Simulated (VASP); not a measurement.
A run of VASP 6.6.1 is set up as follows.

The input INCAR:

```
SYSTEM = C
ALGO = Normal ; EDIFF = 1E-7
ENCUT = 520 ; GGA = PE
ISIF = 2 ; ISMEAR = 0
LASPH = .True. ; LCHARG = .True.
LELF = .True. ; LREAL = .False.
LVHAR = .True. ; LWAVE = .False.
NBANDS = 36 ; NELM = 100
PREC = Accurate ; SIGMA = 0.02
```

Contents of KPOINTS:

```
k-points
0
Gamma
  12 12 2
  0 0 0
```

File POSCAR:

```
C
1.0
    2.5204761256      0.0000000000      0.0000000000
   -1.2602380628      2.1827963544      0.0000000000
    0.0000000000      0.0000000000     12.4289214365
C
12
Direct
    0.0000000000      0.0000000000      0.1868577048
    0.0000000000      0.0000000000      0.6868577048
    0.0000000000      0.0000000000      0.3131422952
    0.0000000000      0.0000000000      0.8131422952
    0.3333333333      0.6666666667      0.5207667974
    0.6666666667      0.3333333333      0.0207667974
    0.3333333333      0.6666666667      0.9792332026
    0.6666666667      0.3333333333      0.4792332026
    0.3333333333      0.6666666667      0.6450902117
    0.6666666667      0.3333333333      0.1450902117
    0.3333333333      0.6666666667      0.8549097883
    0.6666666667      0.3333333333      0.3549097883
```

Potentials or basis: VASP PAW PBE potentials, release 64 (C).

Launch:

```sh
$ cat potpaw_PBE.64/C/POTCAR > POTCAR
$ mpirun -np 1 vasp_std > vasp.out
```

(1) Estimate the pressure.

(2) Predict the largest force.

(3) What does it give for the band gap on the k mesh?

## Answers

(1) 0.7 GPa.

(2) 0.004 eV/Å.

(3) 4.44 eV, indirect (least direct gap 5.38 eV).
